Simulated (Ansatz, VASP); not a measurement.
Two plane-wave programs on CdS

```xyz
4
Lattice="3.7871 0.0000 0.0000 0.0000 5.2991 0.0000 0.0000 0.0000 3.8258" Properties=species:S:1:pos:R:3 pbc="T T T"
Cd    1.8936    2.6496    1.2639
Cd    0.0000    0.0000    2.5620
S     1.8936    0.0000    1.0700
S     0.0000    2.6496    2.7559
```

Alike in both runs: task single point; functional PBE; k mesh 10 × 8 × 10; occupations gaussian, width 0.05 eV; no spin polarisation.

```csv
,VASP,Ansatz
version,VASP 6.6.1,Ansatz 0.2.0
potentials or method,"VASP PAW PBE potentials, release 64 (Cd, S), cutoff 520 eV","scalar-relativistic, plane waves, PAW"
valence electrons in the cell,36,52
```

```tsv
	VASP	Ansatz	Ansatz less VASP
gap on the k mesh at the Fermi level (eV)	0.52	0.54	+0.015
least direct gap on the mesh (eV)	1.31	1.34	+0.027
pressure (GPa)	14.6	13.9	-0.71
traceless stress, the component that is largest in VASP (GPa)	5.94	5.75	-0.193
rms of the force components (eV/Å)	1.031	0.994	-0.0377
```

Atom by atom the forces differ by 0.038 eV/Å (rms over components). VASP's potentials hold 36 valence electrons a cell and Ansatz's 52, so a difference there can come from the potentials and not from the codes.
